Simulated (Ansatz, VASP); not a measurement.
# Two plane-wave programs on Ga4Sb3P

```
P Sb Ga
1.0
     6.98075   -2.11086   -0.00464
     6.98075    2.11086   -0.00464
    -1.27400    0.00000    7.19122
P Sb Ga
1 3 4
Direct
  0.99918 0.99918 0.99938
  0.50094 0.50094 0.49969
  0.74799 0.74799 0.24139
  0.25189 0.25189 0.76022
  0.44434 0.44434 0.83526
  0.94130 0.94130 0.29083
  0.17185 0.17185 0.06005
  0.69250 0.69250 0.56317
```

Alike in both runs: task single point; functional PBE; k mesh 6 × 6 × 4; occupations fermi-dirac, width 0.02 eV; no spin polarisation.

|  | VASP | Ansatz |
| --- | --- | --- |
| version | VASP 6.6.1 | Ansatz 0.2.0 |
| potentials or method | VASP PAW PBE potentials, release 64 (P, Sb, Ga_d) | plane waves, PAW |
| plane-wave cutoff (eV) | 520 | 420 |
| valence electrons in the cell | 72 | 102 |

Ansatz gave:

```
pressure (GPa)                     : 2.1
rms of the force components (eV/Å) : 0.028
```

What did VASP give for the same quantities?

Pressure (GPa): 2.1; rms of the force components (eV/Å): 0.030.

Atom by atom the forces differ by 0.003 eV/Å (rms over components). VASP's potentials hold 72 valence electrons a cell and Ansatz's 102, so a difference there can come from the potentials and not from the codes.

Spin-orbit coupling is off throughout.
